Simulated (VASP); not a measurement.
Input of a VASP 6.6.1 run:

Contents of POSCAR:

```
NaH
1.0
    0.0000000000      2.4115968061      2.5102311154
    2.4115968061      0.0000000000      2.5102311154
    2.4115968061      2.4115968061      0.0000000000
Na H
1 1
Direct
    0.0000000000      0.0000000000      0.0000000000
    0.5000000000      0.5000000000      0.5000000000
```

Contents of INCAR.step1:

```
PREC = Accurate
ENCUT = 520
ISMEAR = -1
SIGMA = 0.2
LREAL = F
LASPH = T
NELM = 100
NBANDS = 11
GGA = PE
ALGO = Normal
EDIFF = 1E-4
LWAVE = T
LCHARG = F
```

The input INCAR.step2:

```
PREC = Accurate
ENCUT = 520
EDIFF = 1E-6
ISMEAR = -1
SIGMA = 0.2
LREAL = F
LASPH = T
NELM = 100
ALGO = Normal
ISIF = 2
LWAVE = F
LCHARG = F
METAGGA = R2SCAN
LMIXTAU = T
NBANDS = 11
ISTART = 1
```

File KPOINTS:

```
regular mesh
0
Gamma
  10 10 10
```

Potentials or basis: VASP PAW PBE potentials, release 64 (Na_pv, H).

The run is started by

```sh
$ cat potpaw_PBE.64/Na_pv/POTCAR potpaw_PBE.64/H/POTCAR > POTCAR
$ cp INCAR.step1 INCAR
$ mpirun -np 1 vasp_std > vasp.out
$ cp INCAR.step2 INCAR
$ mpirun -np 1 vasp_std > vasp.out
```

Estimate the pressure.

-1.3 GPa.

What does it give for the band gap on the k mesh?

4.29 eV, indirect (least direct gap 5.09 eV).

Stress tensor (GPa, compression positive):
```
-0.98  0.00  0.00
 0.00 -0.98  0.00
 0.00  0.00 -2.04
```

Caveat: the PAW data sets were made with another functional, which shifts forces and pressure a little. A k mesh can miss the band edges.
